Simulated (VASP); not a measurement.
A run of VASP 6.6.1:

POSCAR

```
Na2S
1.0
    0.0000000000      3.2559887700      3.2559887700
    3.2559887700      0.0000000000      3.2559887700
    3.2559887700      3.2559887700      0.0000000000
Na S
2 1
Direct
    0.2500000000      0.2500000000      0.2500000000
    0.7500000000      0.7500000000      0.7500000000
    0.0000000000      0.0000000000      0.0000000000
```

Contents of INCAR.step1:

```
SYSTEM = Na2S
PREC = Accurate ; ENCUT = 550
ISMEAR = -1 ; SIGMA = 0.02
LREAL = .False. ; LASPH = .True.
NELM = 120 ; NBANDS = 17
GGA = PE ; ALGO = Normal
EDIFF = 1E-5 ; LWAVE = .True.
LCHARG = .False. ; GGA_COMPAT = .False.
```

Contents of INCAR.step2:

```
SYSTEM = Na2S
PREC = Accurate ; ENCUT = 550
EDIFF = 1E-6 ; ISMEAR = -1
SIGMA = 0.02 ; LREAL = .False.
LASPH = .True. ; NELM = 120
ALGO = Normal ; ISIF = 2
LWAVE = .False. ; LCHARG = .True.
METAGGA = R2SCAN ; LMIXTAU = .True.
LELF = .True. ; LVHAR = .True.
NBANDS = 17 ; ISTART = 1
GGA_COMPAT = .False.
```

Contents of KPOINTS:

```
regular mesh
0
Gamma
  8 8 8
  0 0 0
```

Potentials or basis: VASP PAW PBE potentials, release 64 (Na_pv, S).

Launch:

```sh
$ cat potpaw_PBE.64/Na_pv/POTCAR potpaw_PBE.64/S/POTCAR > POTCAR
$ cp INCAR.step1 INCAR
$ mpirun -np 1 vasp_std > vasp.out
$ cp INCAR.step2 INCAR
$ mpirun -np 1 vasp_std > vasp.out
```

Hardware: 1 thread of Intel(R) Xeon(R) Platinum 8259CL CPU @ 2.50GHz (Skylake/Cascade Lake), with other jobs on the host.

Question: How long does it take, and how much memory?

Answer: It took 2.5 min on 1 thread of Intel(R) Xeon(R) Platinum 8259CL CPU @ 2.50GHz (Skylake/Cascade Lake), on a shared host, peak memory 0.21 GiB. Counts: k points 29.
